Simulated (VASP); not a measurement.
Crystal: Li.

```
Li
1.0
     0.00000    2.21000    2.21000
     2.21000    0.00000    2.21000
     2.21000    2.21000    0.00000
Li
1
Direct
  0.00000 0.00000 0.00000
```

This isn't the form of Li at room conditions, which is bcc.

| Property | Result |
| --- | --- |
| Program | VASP 6.6.1 |
| Task | relaxation of cell and atoms |
| Functional | PBEsol |
| Potentials or basis | VASP PAW PBE potentials, release 64 (Li_sv) |
| Cutoff | 750 eV |
| k mesh | 10 × 10 × 10 |
| Occupations | fermi-dirac, width 0.1 eV |
| Spin | no spin polarisation |

At the start: pressure -0.9 GPa; volume 21.59 Å³/atom.

Task: Where does the relaxation end?

Result: Over 3 steps the energy falls by 4.3 meV/atom and the volume is 20.21 Å³/atom (-6.4 %); space group Fm-3m (No. 225, to 0.1 Å) before and after.

The path:
```
step  energy change (eV)  largest force (eV/Å)  pressure (GPa)  volume (Å³)
   1              0.0000                0.0000           -0.90        21.59
   2             -0.0019                0.0000           -0.70        21.21
   3             -0.0043                0.0000           -0.07        20.21
```

Final structure:
```xyz
1
Lattice="0.0000 2.1621 2.1621 2.1621 0.0000 2.1621 2.1621 2.1621 0.0000" Properties=species:S:1:pos:R:3 pbc="T T T"
Li    0.0000    0.0000    0.0000
```

Caveat: the PAW data sets were made with another functional, which shifts forces and pressure a little.
